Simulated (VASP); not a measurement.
# Ge (Fd-3m) in VASP: further runs

Runs on Ge. Level: PBE. Tasks: single point.

Program: VASP 6.6.1. These are calculated values, not measurements. Logs are shortened: lines on timing, memory, paths and dates and some standing lists are left out, and cuts for length are marked.

### 1 The cell of the first run

Symmetry: Fd-3m, No. 227, cubic system. Conventional cell: a = 5.644 Å, b = 5.644 Å, c = 5.644 Å, α = 90.00°, β = 90.00°, γ = 90.00°. Ge (site symmetry -43m) has 4 Ge at 2.44 Å within 3.2 Å.

### 2 Single point, PBE (volume changed by -6%)

Contents of INCAR:

```
ALGO = Normal ; EDIFF = 1E-6
ENCUT = 520 ; GGA = PE
ISIF = 2 ; ISMEAR = -1
LASPH = T ; LCHARG = F
LREAL = F ; LWAVE = F
NBANDS = 21 ; NELM = 80
PREC = Accurate ; SIGMA = 0.02
```

Contents of KPOINTS:

```
k-points
0
Gamma
  6 6 6
```

Contents of POSCAR:

```
Ge
1.0
    0.0000000000      2.8218884098      2.8218884098
    2.8218884098      0.0000000000      2.8218884098
    2.8218884098      2.8218884098      0.0000000000
Ge
2
Direct
    0.0000000000      0.0000000000      0.0000000000
    0.2500000000      0.2500000000      0.2500000000
```

Potentials or basis: VASP PAW PBE potentials, release 64 (Ge_d).

Run with:

```sh
cat potpaw_PBE.64/Ge_d/POTCAR > POTCAR
mpirun -np 1 vasp_std > vasp.out
```

OUTCAR:

```text
EDIFF = 1E-6
   ENCUT = 520
   GGA = PE
   ISIF = 2
   ISMEAR = -1
   LASPH = T
   LREAL = F
   NELM = 80
   PREC = Accurate

 ion  position               nearest neighbor table
   1  0.000  0.000  0.000-   2 2.44   2 2.44   2 2.44   2 2.44
   2  0.250  0.250  0.250-   1 2.44   1 2.44   1 2.44   1 2.44

  LATTYP: Found a face centered cubic cell.
 ALAT       =     5.6437768196

  Lattice vectors:

 A1 = (   0.0000000000,   2.8218884098,   2.8218884098)
 A2 = (   2.8218884098,   0.0000000000,   2.8218884098)
 A3 = (   2.8218884098,   2.8218884098,   0.0000000000)

Analysis of symmetry for initial positions (statically):
=====================================================================
 Subroutine PRICEL returns:
 Original cell was already a primitive cell.

 Routine SETGRP: Setting up the symmetry group for a
 face centered cubic supercell.

 Subroutine GETGRP returns: Found 48 space group operations
 (whereof 24 operations were pure point group operations)
 out of a pool of 48 trial point group operations.

The static configuration has the point symmetry T_d .
 The point group associated with its full space group is O_h .

Analysis of symmetry for dynamics (positions and initial velocities):
=====================================================================
 Subroutine PRICEL returns:
 Original cell was already a primitive cell.

 Routine SETGRP: Setting up the symmetry group for a
 face centered cubic supercell.

 Subroutine GETGRP returns: Found 48 space group operations
 (whereof 24 operations were pure point group operations)
 out of a pool of 48 trial point group operations.

The dynamic configuration has the point symmetry T_d .
 The point group associated with its full space group is O_h .

 Subroutine INISYM returns: Found 48 space group operations
 (whereof 24 operations are pure point group operations),
 and found     1 'primitive' translations

----------------------------------------------------------------------------------------

                                     Primitive cell

  volume of cell :      44.9417

  direct lattice vectors                    reciprocal lattice vectors
     0.000000000  2.821888410  2.821888410    -0.177186312  0.177186312  0.177186312
     2.821888410  0.000000000  2.821888410     0.177186312 -0.177186312  0.177186312
     2.821888410  2.821888410  0.000000000     0.177186312  0.177186312 -0.177186312

  length of vectors
     3.990752861  3.990752861  3.990752861     0.306895695  0.306895695  0.306895695

  position of ions in fractional coordinates (direct lattice)
     0.000000000  0.000000000  0.000000000
     0.250000000  0.250000000  0.250000000

  ion indices of the primitive-cell ions
   primitive index   ion index
                 1           1
                 2           2

----------------------------------------------------------------------------------------

 KPOINTS: k-points

Automatic generation of k-mesh.
 Grid dimensions read from file:
 generate k-points for:    6    6    6

 Generating k-lattice:

  Cartesian coordinates                     Fractional coordinates (reciprocal lattice)
    -0.029531052  0.029531052  0.029531052     0.166666667  0.000000000  0.000000000
     0.029531052 -0.029531052  0.029531052     0.000000000  0.166666667  0.000000000
     0.029531052  0.029531052 -0.029531052     0.000000000  0.000000000  0.166666667

  Length of vectors
     0.051149282  0.051149282  0.051149282

  Shift w.r.t. Gamma in fractional coordinates (k-lattice)
     0.000000000  0.000000000  0.000000000

 Subroutine IBZKPT returns following result:
 ===========================================

 Found     16 irreducible k-points:

 Following reciprocal coordinates:
            Coordinates               Weight
  0.000000  0.000000  0.000000      1.000000
  0.166667  0.000000  0.000000      8.000000
  0.333333  0.000000  0.000000      8.000000
  0.500000  0.000000  0.000000      4.000000
  0.166667  0.166667  0.000000      6.000000
  0.333333  0.166667  0.000000     24.000000
[... 8 lines left out ...]
 -0.333333  0.333333  0.166667     24.000000
 -0.333333  0.500000  0.166667     12.000000
   k-points           NKPTS =     16   k-points in BZ     NKDIM =     16   number of bands    NBANDS=     21
   number of dos      NEDOS =    301   number of ions     NIONS =      2
   total plane-waves  NPLWV =  27000
   dimension x,y,z NGX =    30 NGY =   30 NGZ =   30
   dimension x,y,z NGXF=    60 NGYF=   60 NGZF=   60
   ions per type =               2
   NGX,Y,Z   is equivalent  to a cutoff of  12.50, 12.50, 12.50 a.u.
   NGXF,Y,Z  is equivalent  to a cutoff of  24.99, 24.99, 24.99 a.u.
 SYSTEM =  unknown system
   PREC   = accura    normal or accurate (medium, high low for compatibility)
   ISTART =      0    job   : 0-new  1-cont  2-samecut
   ICHARG =      2    charge: 1-file 2-atom 10-const
   ISPIN  =      1    spin polarized calculation?
   LNONCOLLINEAR =      F non collinear calculations
   LSORBIT =      F    spin-orbit coupling
   LASPH  =      T    aspherical Exc in radial PAW
   ENCUT  =  520.0 eV  38.22 Ry    6.18 a.u.   7.42  7.42  7.42*2*pi/ulx,y,z
   NELM   =     80;   NELMIN=  2; NELMDL= -5     # of ELM steps
   EDIFF  = 0.1E-05   stopping-criterion for ELM
   LREAL  =      F    real-space projection
   EDIFFG = 0.1E-04   stopping-criterion for IOM
   NSW    =      0    number of steps for IOM
   IBRION =     -1    ionic relax: 0-MD 1-quasi-New 2-CG
   NFREE  =      0    steps in history (QN), initial steepest desc. (CG)
   ISIF   =      2    stress and relaxation
   ISYM   =      2    0-nonsym 1-usesym 2-fastsym
   POTIM  = 0.5000    time-step for ionic-motion
   TEBEG  =    0.0;   TEEND  =   0.0 temperature during run
   PSTRESS=    0.0 pullay stress
   NELECT =      28.0000    total number of electrons
   NUPDOWN=      -1.0000    fix difference up-down
   EMIN   =  10.00;   EMAX   =-10.00  energy-range for DOS
   EFERMI =   0.00;   METHOD = LEGACY
   ISMEAR =    -1;   SIGMA  =   0.02  broadening in eV -4-tet -1-fermi 0-gaus
   EFERMI_NEDOS =   21; number of points for ismear=-14 and -15
   IALGO  =     38    algorithm
   IMIX   =      4    mixing-type and parameters
     AMIX     =   0.40;   BMIX     =  1.00
     AMIX_MAG =   1.60;   BMIX_MAG =  1.00
  volume/ion in A,a.u.               =      22.47       151.64
  Fermi-wavevector in a.u.,A,eV,Ry     =   1.398227  2.642266 26.599916  1.955039
  Thomas-Fermi vector in A             =   2.521406
   LORBIT       =      0    0 simple, 1 ext, 2 COOP (PROOUT), +10 PAW based schemes
   GGA     = PE    functional components
   LHFCALC =     F    Hartree Fock is set to
   AEXX    =    0.0000 exact exchange contribution
   IVDW    =     0    specifies the selected vdW correction
   LEPSILON=     F    determine dielectric tensor
   LRPA    =     F    only Hartree local field effects (RPA)
 non-spin polarized calculation
  energy-cutoff  :      520.00
  volume of cell :       44.94
 maximum number of plane-waves:      1243
 NGX is ok and might be reduce to    30
   NGX = 15   NGY = 15   NGZ = 15

 number of electron      28.0000028 magnetization

 Free energy of the ion-electron system (eV)
  ---------------------------------------------------
  ext. energy  EPLUGINS =         0.00000000
  ---------------------------------------------------
  free energy    TOTEN  =        -8.95688920 eV

  energy without entropy =       -8.95672401  energy(sigma->0) =       -8.95680661

 E-fermi :   5.1383     XC(G=0):  -9.9528

 val. band max:        5.0747806654   @ k =   0.0000   0.0000   0.0000
 cond. band min:       5.1786191652   @ k =   0.0000   0.0000   0.0000
 fundamental gap:      0.1038384998
 Fermi energy:         5.1382628256

 k-point     1 :       0.0000    0.0000    0.0000
  band No.  band energies     occupation
      1     -19.7502      2.00000
      2     -19.7502      2.00000
      3     -19.7502      2.00000
      4     -19.7137      2.00000
      5     -19.7137      2.00000
      6     -19.4990      2.00000
[... 13 lines left out ...]
     20      14.5722      0.00000
     21      14.5722      0.00000

 k-point     2 :       0.1667    0.0000    0.0000
  band No.  band energies     occupation
      1     -19.7624      2.00000
      2     -19.7624      2.00000
      3     -19.7459      2.00000
      4     -19.6958      2.00000
      5     -19.6958      2.00000
      6     -19.5161      2.00000
[... 13 lines left out ...]
     20      13.4340      0.00000
     21      13.4340      0.00000

 k-point     3 :       0.3333    0.0000    0.0000
  band No.  band energies     occupation
      1     -19.7727      2.00000
      2     -19.7727      2.00000
      3     -19.7370      2.00000
      4     -19.6764      2.00000
      5     -19.6764      2.00000
      6     -19.5305      2.00000
[... 13 lines left out ...]
     20      14.0666      0.00000
     21      14.0666      0.00000

 k-point     4 :       0.5000    0.0000    0.0000
  band No.  band energies     occupation
      1     -19.7751      2.00000
      2     -19.7751      2.00000
      3     -19.7324      2.00000
      4     -19.6709      2.00000
      5     -19.6709      2.00000
      6     -19.5336      2.00000
[... 13 lines left out ...]
     20      16.2557      0.00000
     21      16.3356      0.00000

 k-point     5 :       0.1667    0.1667    0.0000
  band No.  band energies     occupation
      1     -19.7599      2.00000
      2     -19.7599      2.00000
      3     -19.7596      2.00000
      4     -19.6976      2.00000
      5     -19.6753      2.00000
      6     -19.5507      2.00000
[... 13 lines left out ...]
     20      13.5144      0.00000
     21      15.0464      0.00000

 k-point     6 :       0.3333    0.1667    0.0000
  band No.  band energies     occupation
      1     -19.7806      2.00000
      2     -19.7705      2.00000
      3     -19.7396      2.00000
      4     -19.6766      2.00000
      5     -19.6493      2.00000
      6     -19.5765      2.00000
[... 13 lines left out ...]
     20      14.8334      0.00000
     21      15.3816      0.00000

 k-point     7 :       0.5000    0.1667    0.0000
  band No.  band energies     occupation
      1     -19.7920      2.00000
      2     -19.7786      2.00000
      3     -19.7155      2.00000
      4     -19.6572      2.00000
      5     -19.6487      2.00000
      6     -19.5712      2.00000
[... 13 lines left out ...]
     20      16.1531      0.00000
     21      16.3537      0.00000

 k-point     8 :      -0.3333    0.1667    0.0000
  band No.  band energies     occupation
      1     -19.7885      2.00000
      2     -19.7821      2.00000
      3     -19.7114      2.00000
      4     -19.6693      2.00000
      5     -19.6492      2.00000
      6     -19.5576      2.00000
[... 13 lines left out ...]
     20      14.2454      0.00000
     21      16.1389      0.00000

 k-point     9 :      -0.1667    0.1667    0.0000
  band No.  band energies     occupation
      1     -19.7765      2.00000
      2     -19.7717      2.00000
      3     -19.7337      2.00000
      4     -19.6865      2.00000
      5     -19.6682      2.00000
      6     -19.5444      2.00000
[... 13 lines left out ...]
     20      14.4859      0.00000
     21      14.4917      0.00000

 k-point    10 :       0.3333    0.3333    0.0000
  band No.  band energies     occupation
      1     -19.7770      2.00000
      2     -19.7770      2.00000
      3     -19.7456      2.00000
      4     -19.6543      2.00000
      5     -19.6264      2.00000
      6     -19.6076      2.00000
[... 13 lines left out ...]
     20      16.4740      0.00000
     21      16.9824      0.00000

 k-point    11 :       0.5000    0.3333    0.0000
  band No.  band energies     occupation
      1     -19.7946      2.00000
      2     -19.7832      2.00000
      3     -19.7111      2.00000
      4     -19.6454      2.00000
      5     -19.6276      2.00000
      6     -19.5872      2.00000
[... 13 lines left out ...]
     20      16.7815      0.00000
     21      17.1393      0.00000

 k-point    12 :      -0.3333    0.3333    0.0000
  band No.  band energies     occupation
      1     -19.8030      2.00000
      2     -19.7860      2.00000
      3     -19.6952      2.00000
      4     -19.6235      2.00000
      5     -19.6173      2.00000
      6     -19.6037      2.00000
[... 13 lines left out ...]
     20      14.0211      0.00000
     21      18.7035      0.00000

 k-point    13 :       0.5000    0.5000    0.0000
  band No.  band energies     occupation
      1     -19.7847      2.00000
      2     -19.7847      2.00000
      3     -19.6979      2.00000
      4     -19.6979      2.00000
      5     -19.5964      2.00000
      6     -19.5964      2.00000
[... 13 lines left out ...]
     20      16.7625      0.00000
     21      17.9579      0.00000

 k-point    14 :       0.5000    0.3333    0.1667
  band No.  band energies     occupation
      1     -19.7903      2.00000
      2     -19.7872      2.00000
      3     -19.7106      2.00000
      4     -19.6556      2.00000
      5     -19.6205      2.00000
      6     -19.6042      2.00000
[... 13 lines left out ...]
     20      15.0648      0.00000
     21      17.5380      0.00000

 k-point    15 :      -0.3333    0.3333    0.1667
  band No.  band energies     occupation
      1     -19.8005      2.00000
      2     -19.7901      2.00000
      3     -19.6881      2.00000
      4     -19.6371      2.00000
      5     -19.6140      2.00000
      6     -19.6060      2.00000
[... 13 lines left out ...]
     20      16.9209      0.00000
     21      17.0553      0.00000

 k-point    16 :      -0.3333    0.5000    0.1667
  band No.  band energies     occupation
      1     -19.7959      2.00000
      2     -19.7959      2.00000
      3     -19.6676      2.00000
      4     -19.6676      2.00000
      5     -19.6002      2.00000
      6     -19.6002      2.00000
[... 13 lines left out ...]
     20      16.1787      0.00000
     21      18.0734      0.00000

------------------------ aborting loop because EDIFF is reached ----------------------------------------

  FORCE on cell =-STRESS in cart. coord.  units (eV):
  Direction    XX          YY          ZZ          XY          YZ          ZX
  --------------------------------------------------------------------------------------
  -------------------------------------------------------------------------------------
  Total        1.1201497      1.1201497      1.1201497     -0.0000000      0.0000000     -0.0000000
  in kB       39.9334800     39.9334800     39.9334800     -0.0000000      0.0000000     -0.0000000
  external PRESSURE =      39.9334800 kB  Pullay stress =       0.0000000 kB

 VOLUME and BASIS-vectors are now :
 -----------------------------------------------------------------------------
  energy-cutoff  :      520.00
  volume of cell :       44.94
      direct lattice vectors                 reciprocal lattice vectors
     0.000000000  2.821888410  2.821888410    -0.177186312  0.177186312  0.177186312
     2.821888410  0.000000000  2.821888410     0.177186312 -0.177186312  0.177186312
     2.821888410  2.821888410  0.000000000     0.177186312  0.177186312 -0.177186312

 POSITION                                       TOTAL-FORCE (eV/Angst)
 -----------------------------------------------------------------------------------
      0.00000      0.00000      0.00000        -0.000000     -0.000000     -0.000000
      1.41094      1.41094      1.41094         0.000000      0.000000      0.000000
 -----------------------------------------------------------------------------------
    total drift:                                0.000000      0.000000      0.000000

  FREE ENERGIE OF THE ION-ELECTRON SYSTEM (eV)
  ---------------------------------------------------
  free  energy   TOTEN  =        -8.9568892034 eV

  energy  without entropy=       -8.9567240067  energy(sigma->0) =       -8.95680661
```

It took 17 s on 1 thread of AMD EPYC 7R13, shared host; peak memory 0.13 GiB.

Results:

```
Free energy            : -8.9569 eV
Pressure               : 4.0 GPa
Band gap on the k mesh : 0.10 eV, direct
```

 A k mesh can miss the band edges.

### 3 Single point, PBE (volume changed by -3%)

Contents of INCAR:

```
PREC = Accurate
ENCUT = 520
EDIFF = 1E-7
ISMEAR = -1
SIGMA = 0.02
LREAL = False
LASPH = True
NELM = 60
ALGO = Normal
ISIF = 2
LWAVE = False
LCHARG = False
GGA = PE
NBANDS = 21
```

Contents of KPOINTS:

```
Automatic mesh
0
Gamma
  6 6 6
```

Contents of POSCAR:

```
Ge
1.0
    0.0000000000      2.8515946813      2.8515946813
    2.8515946813      0.0000000000      2.8515946813
    2.8515946813      2.8515946813      0.0000000000
Ge
2
Direct
    0.0000000000      0.0000000000      0.0000000000
    0.2500000000      0.2500000000      0.2500000000
```

Potentials or basis: VASP PAW PBE potentials, release 64 (Ge_d).

Run with:

```sh
cat potpaw_PBE.64/Ge_d/POTCAR > POTCAR
mpirun -np 1 vasp_std > vasp.out
```

It took 22 s on 1 thread of AMD EPYC 7R13, shared host; peak memory 0.13 GiB.

The run converged. Its results:

```yaml
Free_energy: -8.9844 eV
Pressure: 1.9 GPa
Band_gap_on_the_k_mesh: zero (filled and empty bands touch)
```

Levels at points of the mesh, in eV from the Fermi level:
```csv
k point,band 10,band 11,band 12,band 13,band 14,band 15,band 16,band 17,band 18,band 19
"(0.00, 0.00, 0.00)",-24.55,-12.61,-0.19,-0.01,-0.01,-0.01,2.53,2.53,2.53,6.36
"(0.50, 0.00, 0.00)",-24.52,-10.57,-7.50,-1.38,-1.38,0.10,3.72,3.72,7.11,10.41
"(0.50, 0.50, 0.00)",-24.51,-8.81,-8.81,-3.01,-3.01,0.77,0.77,9.30,9.30,11.36
```
